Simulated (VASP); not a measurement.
# Sn (I4/mmm) in VASP: notebook

Runs on Sn. Level: PBEsol. Tasks: single point.

Everything below comes from runs of VASP 6.6.1. Logs are shortened: lines on timing, memory, paths and dates and some standing lists are left out, and cuts for length are marked.

## 1. The cell of the first run

Symmetry: I4/mmm, No. 139, tetragonal system. The conventional cell has a = 4.085 Å, b = 4.085 Å, c = 3.344 Å, α = 90.00°, β = 90.00°, γ = 90.00°. Within 4.4 Å of Sn (site symmetry 4/mmm) lie 14 Sn at 3.34 to 4.09 Å.

## 2. Single point, PBEsol (volume scaled by 1.02)

File INCAR:

```
SYSTEM = Sn
PREC = Accurate
ENCUT = 520
EDIFF = 1E-6
ISMEAR = 1
SIGMA = 0.1
LREAL = .False.
LASPH = .True.
NELM = 80
ALGO = Normal
ISIF = 2
LWAVE = .False.
LCHARG = .True.
GGA = PS
LELF = .True.
LVHAR = .True.
NBANDS = 13
```

File KPOINTS:

```
regular mesh
0
Gamma
  10 10 10
  0 0 0
```

File POSCAR:

```
Sn
1.0
   -2.0426281431      2.0426281431      1.6717587207
    2.0426281431     -2.0426281431      1.6717587207
    2.0426281431      2.0426281431     -1.6717587207
Sn
1
Direct
    0.0000000000      0.0000000000      0.0000000000
```

Potentials or basis: VASP PAW PBE potentials, release 64 (Sn_d).

Command:

```console
$ cat potpaw_PBE.64/Sn_d/POTCAR > POTCAR
$ mpirun -np 1 vasp_std > vasp.out
```

OUTCAR:

```text
SYSTEM = Sn
   PREC = Accurate
   ENCUT = 520
   EDIFF = 1E-6
   ISMEAR = 1
   LREAL = .False.
   LASPH = .True.
   NELM = 80
   ISIF = 2
   GGA = PS

 ion  position               nearest neighbor table
   1  0.000  0.000  0.000-

  LATTYP: Found a body centered tetragonal cell.
 ALAT       =     4.0852562862
 C/A-ratio  =     0.8184351745

  Lattice vectors:

 A1 = (  -2.0426281431,   2.0426281431,   1.6717587207)
 A2 = (   2.0426281431,  -2.0426281431,   1.6717587207)
 A3 = (   2.0426281431,   2.0426281431,  -1.6717587207)

Analysis of symmetry for initial positions (statically):
=====================================================================
 Subroutine PRICEL returns:
 Original cell was already a primitive cell.

 Routine SETGRP: Setting up the symmetry group for a
 body centered tetragonal supercell.

 Subroutine GETGRP returns: Found 16 space group operations
 (whereof 16 operations were pure point group operations)
 out of a pool of 16 trial point group operations.

The static configuration has the point symmetry D_4h.

Analysis of symmetry for dynamics (positions and initial velocities):
=====================================================================
 Subroutine PRICEL returns:
 Original cell was already a primitive cell.

 Routine SETGRP: Setting up the symmetry group for a
 body centered tetragonal supercell.

 Subroutine GETGRP returns: Found 16 space group operations
 (whereof 16 operations were pure point group operations)
 out of a pool of 16 trial point group operations.

The dynamic configuration has the point symmetry D_4h.

 Subroutine INISYM returns: Found 16 space group operations
 (whereof 16 operations are pure point group operations),
 and found     1 'primitive' translations

----------------------------------------------------------------------------------------

                                     Primitive cell

  volume of cell :      27.9005

  direct lattice vectors                    reciprocal lattice vectors
    -2.042628143  2.042628143  1.671758721     0.000000000  0.244782684  0.299086222
     2.042628143 -2.042628143  1.671758721     0.244782684  0.000000000  0.299086222
     2.042628143  2.042628143 -1.671758721     0.244782684  0.244782684  0.000000000

  length of vectors
     3.337579465  3.337579465  3.337579465     0.386485615  0.386485615  0.346174992

  position of ions in fractional coordinates (direct lattice)
     0.000000000  0.000000000  0.000000000

  ion indices of the primitive-cell ions
   primitive index   ion index
                 1           1

----------------------------------------------------------------------------------------

 KPOINTS: regular mesh

Automatic generation of k-mesh.
 Grid dimensions read from file:
 generate k-points for:   10   10   10

 Generating k-lattice:

  Cartesian coordinates                     Fractional coordinates (reciprocal lattice)
     0.000000000  0.024478268  0.029908622     0.100000000 -0.000000000  0.000000000
     0.024478268  0.000000000  0.029908622    -0.000000000  0.100000000  0.000000000
     0.024478268  0.024478268  0.000000000     0.000000000  0.000000000  0.100000000

  Length of vectors
     0.038648562  0.038648562  0.034617499

  Shift w.r.t. Gamma in fractional coordinates (k-lattice)
     0.000000000  0.000000000  0.000000000

 Subroutine IBZKPT returns following result:
 ===========================================

 Found    102 irreducible k-points:

 Following reciprocal coordinates:
            Coordinates               Weight
  0.000000  0.000000  0.000000      1.000000
  0.100000  0.000000 -0.000000      8.000000
  0.200000  0.000000 -0.000000      8.000000
  0.300000  0.000000  0.000000      8.000000
  0.400000  0.000000 -0.000000      8.000000
  0.500000 -0.000000  0.000000      4.000000
[... 16 lines left out ...]
  0.300000  0.300000 -0.000000      8.000000
  0.400000  0.300000 -0.000000     16.000000
 [... further k-points ...]
   k-points           NKPTS =    102   k-points in BZ     NKDIM =    102   number of bands    NBANDS=     13
   number of dos      NEDOS =    301   number of ions     NIONS =      1
   total plane-waves  NPLWV =  21952
   dimension x,y,z NGX =    28 NGY =   28 NGZ =   28
   dimension x,y,z NGXF=    56 NGYF=   56 NGZF=   56
   ions per type =               1
   NGX,Y,Z   is equivalent  to a cutoff of  13.95, 13.95, 13.95 a.u.
   NGXF,Y,Z  is equivalent  to a cutoff of  27.89, 27.89, 27.89 a.u.
 SYSTEM =  Sn
   PREC   = accura    normal or accurate (medium, high low for compatibility)
   ISTART =      0    job   : 0-new  1-cont  2-samecut
   ICHARG =      2    charge: 1-file 2-atom 10-const
   ISPIN  =      1    spin polarized calculation?
   LNONCOLLINEAR =      F non collinear calculations
   LSORBIT =      F    spin-orbit coupling
   LASPH  =      T    aspherical Exc in radial PAW
   ENCUT  =  520.0 eV  38.22 Ry    6.18 a.u.   6.21  6.21  6.21*2*pi/ulx,y,z
   NELM   =     80;   NELMIN=  2; NELMDL= -5     # of ELM steps
   EDIFF  = 0.1E-05   stopping-criterion for ELM
   LREAL  =      F    real-space projection
   EDIFFG = 0.1E-04   stopping-criterion for IOM
   NSW    =      0    number of steps for IOM
   IBRION =     -1    ionic relax: 0-MD 1-quasi-New 2-CG
   NFREE  =      0    steps in history (QN), initial steepest desc. (CG)
   ISIF   =      2    stress and relaxation
   ISYM   =      2    0-nonsym 1-usesym 2-fastsym
   POTIM  = 0.5000    time-step for ionic-motion
   TEBEG  =    0.0;   TEEND  =   0.0 temperature during run
   PSTRESS=    0.0 pullay stress
   NELECT =      14.0000    total number of electrons
   NUPDOWN=      -1.0000    fix difference up-down
   EMIN   =  10.00;   EMAX   =-10.00  energy-range for DOS
   EFERMI =   0.00;   METHOD = LEGACY
   ISMEAR =     1;   SIGMA  =   0.10  broadening in eV -4-tet -1-fermi 0-gaus
   EFERMI_NEDOS =   21; number of points for ismear=-14 and -15
   IALGO  =     38    algorithm
   IMIX   =      4    mixing-type and parameters
     AMIX     =   0.40;   BMIX     =  1.00
     AMIX_MAG =   1.60;   BMIX_MAG =  1.00
  volume/ion in A,a.u.               =      27.90       188.28
  Fermi-wavevector in a.u.,A,eV,Ry     =   1.300909  2.458361 23.025998  1.692363
  Thomas-Fermi vector in A             =   2.432077
   LORBIT       =      0    0 simple, 1 ext, 2 COOP (PROOUT), +10 PAW based schemes
   GGA     = PS    functional components
   LHFCALC =     F    Hartree Fock is set to
   AEXX    =    0.0000 exact exchange contribution
   IVDW    =     0    specifies the selected vdW correction
   LEPSILON=     F    determine dielectric tensor
   LRPA    =     F    only Hartree local field effects (RPA)
 non-spin polarized calculation
 Methfessel and Paxton  Order N= 1 SIGMA  =   0.10
  energy-cutoff  :      520.00
  volume of cell :       27.90
 maximum number of plane-waves:       763
 NGX is ok and might be reduce to    28
   NGX = 13   NGY = 13   NGZ = 13

 number of electron      14.0000001 magnetization

 Free energy of the ion-electron system (eV)
  ---------------------------------------------------
  ext. energy  EPLUGINS =         0.00000000
  ---------------------------------------------------
  free energy    TOTEN  =        -4.21735300 eV

  energy without entropy =       -4.21703521  energy(sigma->0) =       -4.21724707

 E-fermi :   7.5254     XC(G=0): -10.3746

 val. band max:        7.5170312278   @ k =   0.5000   0.2000   0.0000
 cond. band min:       7.5409217378   @ k =  -0.3000  -0.4000   0.3000
 fundamental gap:      0.0238905100
 Fermi energy:         7.5253679969

 k-point     1 :       0.0000    0.0000    0.0000
  band No.  band energies     occupation
      1     -13.8518      2.00000
      2     -13.7805      2.00000
      3     -13.7805      2.00000
      4     -13.7786      2.00000
      5     -13.6695      2.00000
      6      -3.3275      2.00000
      7      14.2073      0.00000
      8      14.2073      0.00000
      9      16.6642      0.00000
     10      17.7579      0.00000
     11      18.8253      0.00000
     12      20.0553      0.00000
     13      20.0553      0.00000

 k-point     2 :       0.1000    0.0000   -0.0000
  band No.  band energies     occupation
      1     -13.8431      2.00000
      2     -13.7816      2.00000
      3     -13.7770      2.00000
      4     -13.7662      2.00000
      5     -13.6745      2.00000
      6      -3.0942      2.00000
      7      13.5393      0.00000
      8      13.6034      0.00000
      9      15.2119      0.00000
     10      18.2191      0.00000
     11      18.4345      0.00000
     12      19.2416      0.00000
     13      19.8357      0.00000

 k-point     3 :       0.2000    0.0000   -0.0000
  band No.  band energies     occupation
      1     -13.8399      2.00000
      2     -13.7868      2.00000
      3     -13.7473      2.00000
      4     -13.7331      2.00000
      5     -13.6863      2.00000
      6      -2.3928      2.00000
      7      11.4257      0.00000
      8      12.4128      0.00000
      9      13.3347      0.00000
     10      16.9044      0.00000
     11      16.9553      0.00000
     12      20.3783      0.00000
     13      21.0002      0.00000
[... 305 lines left out ...]
 k-point    23 :       0.3000    0.3000   -0.0000
  band No.  band energies     occupation
      1     -13.8395      2.00000
      2     -13.7602      2.00000
      3     -13.7095      2.00000
      4     -13.6992      2.00000
      5     -13.6507      2.00000
      6       2.4269      2.00000
      7       4.6658      2.00000
      8       6.1315      2.00000
      9      11.3333      0.00000
     10      16.4607      0.00000
     11      17.8264      0.00000
     12      22.8039      0.00000
     13      23.3374      0.00000

 k-point    24 :       0.4000    0.3000   -0.0000
  band No.  band energies     occupation
      1     -13.8255      2.00000
      2     -13.7491      2.00000
      3     -13.7250      2.00000
      4     -13.6967      2.00000
      5     -13.6764      2.00000
      6       1.5882      2.00000
      7       5.0614      2.00000
      8       6.5197      2.00000
      9      11.9523      0.00000
     10      16.5974      0.00000
     11      18.7280      0.00000
     12      23.3098      0.00000
     13      23.7625      0.00000

 [... further k-points ...]
[... 5 lines left out ...]
  --------------------------------------------------------------------------------------
  -------------------------------------------------------------------------------------
  Total       -0.5365739     -0.5365739     -0.4089451      0.0000000     -0.0000000      0.0000000
  in kB      -30.8125670    -30.8125670    -23.4835303      0.0000000     -0.0000000      0.0000000
  external PRESSURE =     -28.3695548 kB  Pullay stress =       0.0000000 kB

 VOLUME and BASIS-vectors are now :
 -----------------------------------------------------------------------------
  energy-cutoff  :      520.00
  volume of cell :       27.90
      direct lattice vectors                 reciprocal lattice vectors
    -2.042628143  2.042628143  1.671758721     0.000000000  0.244782684  0.299086222
     2.042628143 -2.042628143  1.671758721     0.244782684  0.000000000  0.299086222
     2.042628143  2.042628143 -1.671758721     0.244782684  0.244782684  0.000000000

 POSITION                                       TOTAL-FORCE (eV/Angst)
 -----------------------------------------------------------------------------------
      0.00000      0.00000      0.00000         0.000000     -0.000000      0.000000
 -----------------------------------------------------------------------------------
    total drift:                                0.000000     -0.000000      0.000000

  FREE ENERGIE OF THE ION-ELECTRON SYSTEM (eV)
  ---------------------------------------------------
  free  energy   TOTEN  =        -4.2173530031 eV

  energy  without entropy=       -4.2170352108  energy(sigma->0) =       -4.21724707
```

It took 17 s on 1 thread of AMD EPYC 9R45 (Zen 5), shared host; peak memory 0.14 GiB.

Results:

* Free energy: -4.2174 eV
* Pressure: -2.8 GPa
* Band gap on the k mesh: zero (band 7 reaches 14.21 eV, above the bottom of band 8 at 5.61 eV)

Caveat: the PAW data sets were made with another functional, which shifts forces and pressure a little; spin-orbit coupling is left out, which moves the levels of the heavy elements.

## 3. Single point, PBEsol (volume scaled by 1.04)

File INCAR:

```
ALGO = Normal ; EDIFF = 1E-6
ENCUT = 520 ; GGA = PS
ISIF = 2 ; ISMEAR = 1
LASPH = T ; LCHARG = T
LELF = T ; LREAL = F
LVHAR = T ; LWAVE = F
NBANDS = 13 ; NELM = 100
PREC = Accurate ; SIGMA = 0.1
```

File KPOINTS:

```
k-points
0
Gamma
  10 10 10
```

File POSCAR:

```
Sn
1.0
   -2.0558923339      2.0558923339      1.6826146010
    2.0558923339     -2.0558923339      1.6826146010
    2.0558923339      2.0558923339     -1.6826146010
Sn
1
Direct
    0.0000000000      0.0000000000      0.0000000000
```

Potentials or basis: VASP PAW PBE potentials, release 64 (Sn_d).

Command:

```console
$ cat potpaw_PBE.64/Sn_d/POTCAR > POTCAR
$ mpirun -np 1 vasp_std > vasp.out
```

Run time: 14 s. Hardware: 1 thread of AMD EPYC 9R45 (Zen 5), shared host; peak memory 0.15 GiB.

It converged, with:

- Free energy: -4.2065 eV
- Pressure: -3.6 GPa
- Band gap on the k mesh: zero (band 7 reaches 13.86 eV, above the bottom of band 8 at 5.44 eV)

Stress tensor (GPa, compression positive):
```
-3.74  0.00  0.00
 0.00 -3.74  0.00
 0.00  0.00 -3.26
```

Levels at points of the mesh, in eV from the Fermi level:
| k point | band 5 | band 6 | band 7 | band 8 | band 9 | band 10 |
| --- | --- | --- | --- | --- | --- | --- |
| (0.00, 0.00, 0.00) | -21.20 | -10.72 | 6.55 | 6.55 | 8.92 | 10.12 |
| (0.50, 0.00, 0.00) | -21.16 | -5.72 | -3.93 | 3.02 | 4.25 | 7.04 |
| (0.50, 0.50, 0.00) | -21.17 | -7.15 | -4.42 | 5.60 | 7.50 | 10.14 |
| (0.50, 0.50, 0.50) | -21.15 | -3.52 | -1.43 | -1.43 | 2.50 | 3.14 |

Caveat: the PAW data sets were made with another functional, which shifts forces and pressure a little; spin-orbit coupling is left out, which moves the levels of the heavy elements.
